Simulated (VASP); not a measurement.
LuAs2Rh2, 5 atoms in the cell. Symmetry: I4/mmm, No. 139, tetragonal system. The conventional cell has a = 4.086 Å, b = 4.086 Å, c = 10.143 Å, α = 90.00°, β = 90.00°, γ = 90.00°. Lu (site symmetry 4/mmm) has 10 As at 3.13 to 3.88 Å and 8 Rh at 3.26 Å and 4 Lu at 4.09 Å within 4.1 Å. Within 3.3 Å of Rh (site symmetry -4m2) lie 4 As at 2.44 Å and 4 Rh at 2.89 Å and 4 Lu at 3.26 Å. As (site symmetry 4mm) has 1 As at 2.39 Å and 4 Rh at 2.44 Å and 4 Lu at 3.13 Å within 3.2 Å. 

| Property | Result |
| --- | --- |
| Program | VASP 6.6.1 |
| Task | single point |
| Functional | PBE |
| Potentials or basis | VASP PAW PBE potentials, release 64 (Lu, Rh_pv, As) |
| Cutoff | 520 eV |
| k mesh | 7 × 7 × 7 |
| Occupations | fermi-dirac, width 0.1 eV |
| Spin | no spin polarisation |
| Dipole correction | no |
| Further INCAR settings | ALGO = Normal; EDIFF = 1e-06; NBANDS = 40 |

Potentials or basis: VASP PAW PBE potentials, release 64 (Lu, Rh_pv, As).

The run is started by

```bash
$ cat potpaw_PBE.64/Lu/POTCAR potpaw_PBE.64/Rh_pv/POTCAR potpaw_PBE.64/As/POTCAR > POTCAR
$ mpirun -np 1 vasp_std > vasp.out
```

Hardware: 1 thread of Intel(R) Xeon(R) Platinum 8259CL CPU @ 2.50GHz (Skylake/Cascade Lake), on a shared host.

Task: Estimate the wall time of this run.

Result: Run time: 3.4 min on 1 thread of Intel(R) Xeon(R) Platinum 8259CL CPU @ 2.50GHz (Skylake/Cascade Lake), with other jobs on the host, peak memory 0.29 GiB. Counts: scf iterations 13, k points 40.
